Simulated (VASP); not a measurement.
Input of a VASP 6.6.1 run:

The input POSCAR:

```
GaN
1.0
    3.1831494095      0.0000000000      0.0000000000
   -1.5915747048      2.7566882526      0.0000000000
    0.0000000000      0.0000000000      5.1836254585
Ga N
2 2
Direct
    0.3333333333      0.6666666667     -0.0008868077
    0.6666666667      0.3333333333      0.4991131923
    0.3333333333      0.6666666667      0.3758868077
    0.6666666667      0.3333333333      0.8758868077
```

File INCAR.step1:

```
SYSTEM = GaN
PREC = Accurate
ENCUT = 520
ISMEAR = 0
SIGMA = 0.01
LREAL = .FALSE.
LASPH = .TRUE.
NELM = 100
NBANDS = 26
GGA = PE
ALGO = Normal
EDIFF = 1E-4
LWAVE = .TRUE.
LCHARG = .FALSE.
```

Contents of INCAR.step2:

```
SYSTEM = GaN
PREC = Accurate
ENCUT = 520
EDIFF = 1E-6
ISMEAR = 0
SIGMA = 0.01
LREAL = .FALSE.
LASPH = .TRUE.
NELM = 100
ALGO = Normal
ISIF = 2
LWAVE = .FALSE.
LCHARG = .FALSE.
METAGGA = R2SCAN
LMIXTAU = .TRUE.
NBANDS = 26
ISTART = 1
```

The input KPOINTS:

```
Automatic mesh
0
G
  12 12 6
  0 0 0
```

Potentials or basis: VASP PAW PBE potentials, release 64 (Ga_d, N).

Run with:

```bash
$ cat potpaw_PBE.64/Ga_d/POTCAR potpaw_PBE.64/N/POTCAR > POTCAR
$ cp INCAR.step1 INCAR
$ mpirun -np 1 vasp_std > vasp.out
$ cp INCAR.step2 INCAR
$ mpirun -np 1 vasp_std > vasp.out
```

(1) Predict the band gap on the k mesh.

(2) What does it give for the largest force?

(3) Estimate the pressure.

Results:

(1) 2.34 eV.

(2) 0.005 eV/Å.

(3) 1.1 GPa.

Caveat: the PAW data sets were made with another functional, which shifts forces and pressure a little.
